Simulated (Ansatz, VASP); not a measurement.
**IrO in VASP and in Ansatz**

```xyz
4
Lattice="3.1947 0.0000 0.0000 -1.5974 2.7667 0.0000 0.0000 0.0000 5.4137" Properties=species:S:1:pos:R:3 pbc="T T T"
Ir    0.0000    0.0000    0.0000
Ir    0.0000    0.0000    2.7069
O     0.0000    1.8445    1.3534
O     1.5974    0.9222    4.0603
```

Alike in both runs: functional PBE; k mesh 6 × 6 × 4; occupations gaussian, width 0.1 eV; no spin polarisation.

Ansatz relaxed the structure, and its values are those at the end. VASP's run is a single point on that final structure, the one shown.

```csv
,VASP,Ansatz
version,VASP 6.6.1,Ansatz 0.2.0
potentials or method,"VASP PAW PBE potentials, release 64 (Ir_sv_GW, O), cutoff 700 eV","scalar-relativistic, plane waves, PAW"
valence electrons in the cell,46,46
```

|  | VASP | Ansatz | Ansatz less VASP |
| --- | --- | --- | --- |
| gap on the k mesh at the Fermi level (eV) | none | none | - |
| pressure (GPa) | -0.6 | -0.1 | +0.48 |

A gap of «none» marks a metal or a gap that the smearing closes.

The k mesh is coarse, so the values compare programs but aren't converged. Neither program's run includes spin-orbit coupling.
